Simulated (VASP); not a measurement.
Crystal: MgO.

```xyz
2
Lattice="2.6136 -0.0097 -0.0097 -0.0097 2.6136 -0.0097 -0.0097 -0.0097 2.6136" Properties=species:S:1:pos:R:3 pbc="T T T"
Mg    0.0000    0.0000    0.0000
O     1.2971    1.2971    1.2971
```

This cell differs from its parent crystal: strain along [111] -1.1%.

Program: VASP 6.6.1. Alike in all runs: task single point; potentials or basis VASP PAW PBE potentials, release 64 (Mg, O); no spin polarisation; cell as given; cutoff (eV) 520. Hardware: 1 thread of AMD EPYC 7R43 64-Core Processor (Zen 3), with other jobs on the host.

**Question.** Order these runs on this cell by their wall time, lowest first.
A. level HSE06; k mesh 6 × 6 × 6; smearing gaussian 0.01 eV; grid for exact exchange (PRECFOCK) Normal; screening parameter 0.2079 1/Å
B. level PBE; k mesh 10 × 10 × 10; smearing fermi-dirac 0.02 eV
C. level r2SCAN; k mesh 10 × 10 × 10; smearing gaussian 0.01 eV

**Answer.** B (14 s), C (66 s), A (780 s).
